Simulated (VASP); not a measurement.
# Nb3Te2HC4 (P-4m2) in VASP: single point with PBE

Aim: the single point of Nb3Te2HC4 with PBE.

Program: VASP 6.6.1. These are calculated values, not measurements. Logs are shortened: lines on timing, memory, paths and dates and some standing lists are left out, and cuts for length are marked.

## (1) The cell of the first run

The structure is tetragonal, space group P-4m2 (No. 115). The conventional cell has a = 4.206 Å, b = 4.206 Å, c = 9.232 Å, α = 90.00°, β = 90.00°, γ = 90.00°. Nb (site symmetry -4m2) has 4 C at 2.15 Å within 2.8 Å. Nb (site symmetry -4m2) has 4 C at 2.12 Å within 2.8 Å. Within 2.8 Å of Nb (site symmetry -4m2) lie 4 C at 2.15 Å. Te (site symmetry 2mm) has 2 C at 2.41 to 2.95 Å and 6 Nb at 2.98 to 3.27 Å and 2 H at 2.98 Å within 3.3 Å. Within 2.8 Å of H (site symmetry -4m2) lie 4 C at 2.12 Å. C (site symmetry 2mm) has 2 Nb at 2.12 Å and 2 H at 2.12 Å and 1 Te at 2.41 Å within 2.8 Å. Within 2.8 Å of C (site symmetry 2mm) lie 4 Nb at 2.15 Å.

## (2) Single point, PBE

INCAR reads:

```
ALGO     = Normal         # electronic algorithm
EDIFF    = 1E-7           # SCF threshold, eV
ENCUT    = 520            # plane-wave cutoff, eV
GGA      = PE             # functional
ISIF     = 2              # what is computed and relaxed
ISMEAR   = 0              # smearing method
LASPH    = T              # aspherical terms in the spheres
LCHARG   = F              # write CHGCAR
LREAL    = F              # projectors in reciprocal space
LWAVE    = F              # write WAVECAR
NBANDS   = 45             # bands
NELM     = 60             # most SCF steps
PREC     = Accurate       # precision mode
SIGMA    = 0.1            # smearing width, eV
```

KPOINTS reads:

```
k-points
0
Gamma
  10 10 4
```

POSCAR reads:

```
Nb3Te2HC4
1.0
    4.2055464502      0.0000000000      0.0000000000
    0.0000000000      4.2055464502      0.0000000000
    0.0000000000      0.0000000000      9.2316908504
Nb Te H C
3 2 1 4
Direct
    0.0000000000      0.0000000000      0.5000000000
    0.0000000000      0.0000000000      0.0000000000
    0.5000000000      0.5000000000      0.5000000000
    0.5000000000      0.0000000000      0.7711343045
    0.0000000000      0.5000000000      0.2288656955
    0.5000000000      0.5000000000      0.0000000000
    0.0000000000      0.5000000000      0.9682494404
    0.5000000000      0.0000000000      0.4517567934
    0.5000000000      0.0000000000      0.0317505596
    0.0000000000      0.5000000000      0.5482432066
```

Potentials or basis: VASP PAW PBE potentials, release 64 (Nb_sv, Te, H, C).

Command:

```sh
$ cat potpaw_PBE.64/Nb_sv/POTCAR potpaw_PBE.64/Te/POTCAR potpaw_PBE.64/H/POTCAR potpaw_PBE.64/C/POTCAR > POTCAR
$ mpirun -np 1 vasp_std > vasp.out
```

OUTCAR:

```text
EDIFF = 1E-7
   ENCUT = 520
   GGA = PE
   ISIF = 2
   ISMEAR = 0
   LASPH = T
   LREAL = F
   NELM = 60
   PREC = Accurate

 ion  position               nearest neighbor table
   1  0.000  0.000  0.500-   8 2.15  10 2.15  10 2.15   8 2.15   3 2.97   3 2.97   3 2.97   3 2.97
                             4 3.27   4 3.27   5 3.27   5 3.27
   2  0.000  0.000  0.000-   7 2.12   9 2.12   7 2.12   9 2.12   5 2.98   4 2.98   4 2.98   5 2.98

   3  0.500  0.500  0.500-   8 2.15  10 2.15   8 2.15  10 2.15   1 2.97   1 2.97   1 2.97   1 2.97
                             4 3.27   5 3.27   4 3.27   5 3.27
   4  0.500  0.000  0.771-   9 2.41   2 2.98   2 2.98   1 3.27   3 3.27   1 3.27   3 3.27
   5  0.000  0.500  0.229-   7 2.41   2 2.98   2 2.98   1 3.27   1 3.27   3 3.27   3 3.27
   6  0.500  0.500  0.000-
   7  0.000  0.500  0.968-   2 2.12   2 2.12   5 2.41
   8  0.500  0.000  0.452-   1 2.15   3 2.15   3 2.15   1 2.15
   9  0.500  0.000  0.032-   2 2.12   2 2.12   4 2.41
  10  0.000  0.500  0.548-   1 2.15   3 2.15   1 2.15   3 2.15

  LATTYP: Found a simple tetragonal cell.
 ALAT       =     4.2055464502
 C/A-ratio  =     2.1951227884

  Lattice vectors:

 A1 = (   4.2055464502,   0.0000000000,   0.0000000000)
 A2 = (   0.0000000000,   4.2055464502,   0.0000000000)
 A3 = (   0.0000000000,   0.0000000000,   9.2316908504)

Analysis of symmetry for initial positions (statically):
=====================================================================
 Subroutine PRICEL returns:
 Original cell was already a primitive cell.

 Routine SETGRP: Setting up the symmetry group for a
 simple tetragonal supercell.

 Subroutine GETGRP returns: Found  8 space group operations
 (whereof  8 operations were pure point group operations)
 out of a pool of 16 trial point group operations.

The static configuration has the point symmetry D_2d.

Analysis of symmetry for dynamics (positions and initial velocities):
=====================================================================
 Subroutine PRICEL returns:
 Original cell was already a primitive cell.

 Routine SETGRP: Setting up the symmetry group for a
 simple tetragonal supercell.

 Subroutine GETGRP returns: Found  8 space group operations
 (whereof  8 operations were pure point group operations)
 out of a pool of 16 trial point group operations.

The dynamic configuration has the point symmetry D_2d.

 Subroutine INISYM returns: Found  8 space group operations
 (whereof  8 operations are pure point group operations),
 and found     1 'primitive' translations

----------------------------------------------------------------------------------------

                                     Primitive cell

  volume of cell :     163.2774

  direct lattice vectors                    reciprocal lattice vectors
     4.205546450  0.000000000  0.000000000     0.237781228  0.000000000  0.000000000
     0.000000000  4.205546450  0.000000000     0.000000000  0.237781228  0.000000000
     0.000000000  0.000000000  9.231690850     0.000000000  0.000000000  0.108322518

  length of vectors
     4.205546450  4.205546450  9.231690850     0.237781228  0.237781228  0.108322518

  position of ions in fractional coordinates (direct lattice)
     0.000000000  0.000000000  0.500000000
     0.000000000  0.000000000  0.000000000
     0.500000000  0.500000000  0.500000000
     0.500000000  0.000000000  0.771134305
     0.000000000  0.500000000  0.228865695
     0.500000000  0.500000000  0.000000000
     0.000000000  0.500000000  0.968249440
     0.500000000  0.000000000  0.451756793
     0.500000000  0.000000000  0.031750560
     0.000000000  0.500000000  0.548243207

  ion indices of the primitive-cell ions
   primitive index   ion index
                 1           1
                 2           2
                 3           3
                 4           4
                 5           5
                 6           6
                 7           7
                 8           8
                 9           9
                10          10

----------------------------------------------------------------------------------------

 KPOINTS: k-points

Automatic generation of k-mesh.
 Grid dimensions read from file:
 generate k-points for:   10   10    4

 Generating k-lattice:

  Cartesian coordinates                     Fractional coordinates (reciprocal lattice)
     0.023778123  0.000000000  0.000000000     0.100000000  0.000000000  0.000000000
     0.000000000  0.023778123  0.000000000     0.000000000  0.100000000  0.000000000
     0.000000000  0.000000000  0.027080630     0.000000000  0.000000000  0.250000000

  Length of vectors
     0.023778123  0.023778123  0.027080630

  Shift w.r.t. Gamma in fractional coordinates (k-lattice)
     0.000000000  0.000000000  0.000000000

 Subroutine IBZKPT returns following result:
 ===========================================

 Found     63 irreducible k-points:

 Following reciprocal coordinates:
            Coordinates               Weight
  0.000000  0.000000  0.000000      1.000000
  0.100000  0.000000  0.000000      4.000000
  0.200000  0.000000  0.000000      4.000000
  0.300000  0.000000  0.000000      4.000000
  0.400000  0.000000  0.000000      4.000000
  0.500000  0.000000  0.000000      2.000000
[... 16 lines left out ...]
  0.100000  0.000000  0.250000      8.000000
  0.200000  0.000000  0.250000      8.000000
 [... further k-points ...]
   k-points           NKPTS =     63   k-points in BZ     NKDIM =     63   number of bands    NBANDS=     45
   number of dos      NEDOS =    301   number of ions     NIONS =     10
   total plane-waves  NPLWV =  71680
   dimension x,y,z NGX =    32 NGY =   32 NGZ =   70
   dimension x,y,z NGXF=    64 NGYF=   64 NGZF=  140
   ions per type =               3   2   1   4
   NGX,Y,Z   is equivalent  to a cutoff of  12.65, 12.65, 12.61 a.u.
   NGXF,Y,Z  is equivalent  to a cutoff of  25.30, 25.30, 25.21 a.u.
 SYSTEM =  unknown system
   PREC   = accura    normal or accurate (medium, high low for compatibility)
   ISTART =      0    job   : 0-new  1-cont  2-samecut
   ICHARG =      2    charge: 1-file 2-atom 10-const
   ISPIN  =      1    spin polarized calculation?
   LNONCOLLINEAR =      F non collinear calculations
   LSORBIT =      F    spin-orbit coupling
   LASPH  =      T    aspherical Exc in radial PAW
   ENCUT  =  520.0 eV  38.22 Ry    6.18 a.u.   7.82  7.82 17.16*2*pi/ulx,y,z
   NELM   =     60;   NELMIN=  2; NELMDL= -5     # of ELM steps
   EDIFF  = 0.1E-06   stopping-criterion for ELM
   LREAL  =      F    real-space projection
   EDIFFG = 0.1E-05   stopping-criterion for IOM
   NSW    =      0    number of steps for IOM
   IBRION =     -1    ionic relax: 0-MD 1-quasi-New 2-CG
   NFREE  =      0    steps in history (QN), initial steepest desc. (CG)
   ISIF   =      2    stress and relaxation
   ISYM   =      2    0-nonsym 1-usesym 2-fastsym
   POTIM  = 0.5000    time-step for ionic-motion
   TEBEG  =    0.0;   TEEND  =   0.0 temperature during run
   PSTRESS=    0.0 pullay stress
   NELECT =      68.0000    total number of electrons
   NUPDOWN=      -1.0000    fix difference up-down
   EMIN   =  10.00;   EMAX   =-10.00  energy-range for DOS
   EFERMI =   0.00;   METHOD = LEGACY
   ISMEAR =     0;   SIGMA  =   0.10  broadening in eV -4-tet -1-fermi 0-gaus
   EFERMI_NEDOS =   21; number of points for ismear=-14 and -15
   IALGO  =     38    algorithm
   IMIX   =      4    mixing-type and parameters
     AMIX     =   0.40;   BMIX     =  1.00
     AMIX_MAG =   1.60;   BMIX_MAG =  1.00
  volume/ion in A,a.u.               =      16.33       110.19
  Fermi-wavevector in a.u.,A,eV,Ry     =   1.222557  2.310298 20.335886  1.494645
  Thomas-Fermi vector in A             =   2.357699
   LORBIT       =      0    0 simple, 1 ext, 2 COOP (PROOUT), +10 PAW based schemes
   GGA     = PE    functional components
   LHFCALC =     F    Hartree Fock is set to
   AEXX    =    0.0000 exact exchange contribution
   IVDW    =     0    specifies the selected vdW correction
   LEPSILON=     F    determine dielectric tensor
   LRPA    =     F    only Hartree local field effects (RPA)
 non-spin polarized calculation
 Gauss-broadening in eV      SIGMA  =   0.10
  energy-cutoff  :      520.00
  volume of cell :      163.28
 maximum number of plane-waves:      4426
 NGX is ok and might be reduce to    32
   NGX = 15   NGY = 15   NGZ = 35

 number of electron      68.0000005 magnetization

 Free energy of the ion-electron system (eV)
  ---------------------------------------------------
  ext. energy  EPLUGINS =         0.00000000
  ---------------------------------------------------
  free energy    TOTEN  =       -69.46384063 eV

  energy without entropy =      -69.43776638  energy(sigma->0) =      -69.45080351

 E-fermi :   7.1802     XC(G=0): -10.5988

 val. band max:        7.1761626533   @ k =   0.4000   0.1000   0.0000
 cond. band min:       7.1863159151   @ k =   0.3000   0.0000   0.0000
 fundamental gap:      0.0101532618
 Fermi energy:         7.1801854216

 k-point     1 :       0.0000    0.0000    0.0000
  band No.  band energies     occupation
      1     -48.2228      2.00000
      2     -48.0398      2.00000
      3     -47.7348      2.00000
      4     -24.5016      2.00000
      5     -24.5016      2.00000
      6     -24.4908      2.00000
[... 37 lines left out ...]
     44       9.8301      0.00000
     45       9.8628      0.00000

 k-point     2 :       0.1000    0.0000    0.0000
  band No.  band energies     occupation
      1     -48.2200      2.00000
      2     -48.0425      2.00000
      3     -47.7347      2.00000
      4     -24.4911      2.00000
      5     -24.4873      2.00000
      6     -24.4870      2.00000
[... 37 lines left out ...]
     44       9.7968      0.00000
     45      10.3363      0.00000

 k-point     3 :       0.2000    0.0000    0.0000
  band No.  band energies     occupation
      1     -48.2124      2.00000
      2     -48.0501      2.00000
      3     -47.7346      2.00000
      4     -24.4806      2.00000
      5     -24.4555      2.00000
      6     -24.4455      2.00000
[... 37 lines left out ...]
     44       9.9333      0.00000
     45      10.5341      0.00000

 k-point     4 :       0.3000    0.0000    0.0000
  band No.  band energies     occupation
      1     -48.2019      2.00000
      2     -48.0605      2.00000
      3     -47.7344      2.00000
      4     -24.4699      2.00000
      5     -24.4005      2.00000
      6     -24.3806      2.00000
[... 901 lines left out ...]
     44       9.9599      0.00000
     45       9.9599      0.00000

 k-point    23 :       0.1000    0.0000    0.2500
  band No.  band energies     occupation
      1     -48.2200      2.00000
      2     -48.0425      2.00000
      3     -47.7347      2.00000
      4     -24.4911      2.00000
      5     -24.4873      2.00000
      6     -24.4870      2.00000
[... 37 lines left out ...]
     44       9.9565      0.00000
     45      10.3196      0.00000

 k-point    24 :       0.2000    0.0000    0.2500
  band No.  band energies     occupation
      1     -48.2124      2.00000
      2     -48.0501      2.00000
      3     -47.7346      2.00000
      4     -24.4806      2.00000
      5     -24.4555      2.00000
      6     -24.4455      2.00000
[... 37 lines left out ...]
     44      10.0639      0.00000
     45      10.3265      0.00000

 [... further k-points ...]

------------------------ aborting loop because EDIFF is reached ----------------------------------------

  FORCE on cell =-STRESS in cart. coord.  units (eV):
  Direction    XX          YY          ZZ          XY          YZ          ZX
  --------------------------------------------------------------------------------------
  -------------------------------------------------------------------------------------
  Total       -0.2787436     -0.2787436     -0.1667606      0.0000000      0.0000000      0.0000000
  in kB       -2.7352021     -2.7352021     -1.6363565      0.0000000      0.0000000      0.0000000
  external PRESSURE =      -2.3689203 kB  Pullay stress =       0.0000000 kB

 VOLUME and BASIS-vectors are now :
 -----------------------------------------------------------------------------
  energy-cutoff  :      520.00
  volume of cell :      163.28
      direct lattice vectors                 reciprocal lattice vectors
     4.205546450  0.000000000  0.000000000     0.237781228  0.000000000  0.000000000
     0.000000000  4.205546450  0.000000000     0.000000000  0.237781228  0.000000000
     0.000000000  0.000000000  9.231690850     0.000000000  0.000000000  0.108322518

 POSITION                                       TOTAL-FORCE (eV/Angst)
 -----------------------------------------------------------------------------------
      0.00000      0.00000      4.61585        -0.000000      0.000000      0.000000
      0.00000      0.00000      0.00000        -0.000000     -0.000000      0.000000
      2.10277      2.10277      4.61585        -0.000000     -0.000000      0.000000
      2.10277      0.00000      7.11887        -0.000000     -0.000000     -0.012516
      0.00000      2.10277      2.11282        -0.000000      0.000000      0.012516
      2.10277      2.10277      0.00000        -0.000000      0.000000      0.000000
      0.00000      2.10277      8.93858        -0.000000     -0.000000     -0.009292
      2.10277      0.00000      4.17048         0.000000     -0.000000      0.006975
      2.10277      0.00000      0.29311         0.000000     -0.000000      0.009292
      0.00000      2.10277      5.06121        -0.000000     -0.000000     -0.006975
 -----------------------------------------------------------------------------------
    total drift:                                0.000000      0.000000      0.000000

  FREE ENERGIE OF THE ION-ELECTRON SYSTEM (eV)
  ---------------------------------------------------
  free  energy   TOTEN  =       -69.4638406304 eV

  energy  without entropy=      -69.4377663802  energy(sigma->0) =      -69.45080351
```

Run time: 8.9 min. Hardware: 1 thread of Intel Xeon Platinum 8175M at 2.50GHz (Skylake/Cascade Lake), shared host; peak memory 0.53 GiB.

Results:

```
Free energy            : -69.4638 eV
Pressure               : -0.2 GPa
Largest force          : 0.013 eV/Å
Band gap on the k mesh : zero (bands 34 and 35 overlap by 1.55 eV)
```

Forces on the atoms (eV/Å):
```
Nb   0.000  0.000  0.000
Nb   0.000  0.000  0.000
Nb   0.000  0.000  0.000
Te   0.000  0.000 -0.013
Te   0.000  0.000  0.013
H    0.000  0.000  0.000
C    0.000  0.000 -0.009
C    0.000  0.000  0.007
C    0.000  0.000  0.009
C    0.000  0.000 -0.007
```

Stress tensor (GPa, compression positive):
```
-0.27  0.00  0.00
 0.00 -0.27  0.00
 0.00  0.00 -0.16
```

Levels at points of the mesh, in eV from the Fermi level:
```csv
k point,band 32,band 33,band 34,band 35,band 36,band 37
"(0.00, 0.00, 0.00)",-0.94,-0.44,0.15,0.15,0.45,0.45
"(0.50, 0.00, 0.00)",-0.88,-0.86,-0.54,0.01,0.12,0.66
"(0.50, 0.50, 0.00)",-2.26,-2.26,0.49,1.75,1.91,1.97
"(0.00, 0.00, 0.50)",-0.41,0.15,0.15,0.36,0.54,0.60
"(0.50, 0.00, 0.50)",-1.58,-1.20,-0.90,0.03,1.04,1.16
"(0.50, 0.50, 0.50)",-1.87,-1.85,1.30,1.44,1.93,1.94
```

Caveat: spin-orbit coupling is left out, which moves the levels of the heavy elements.
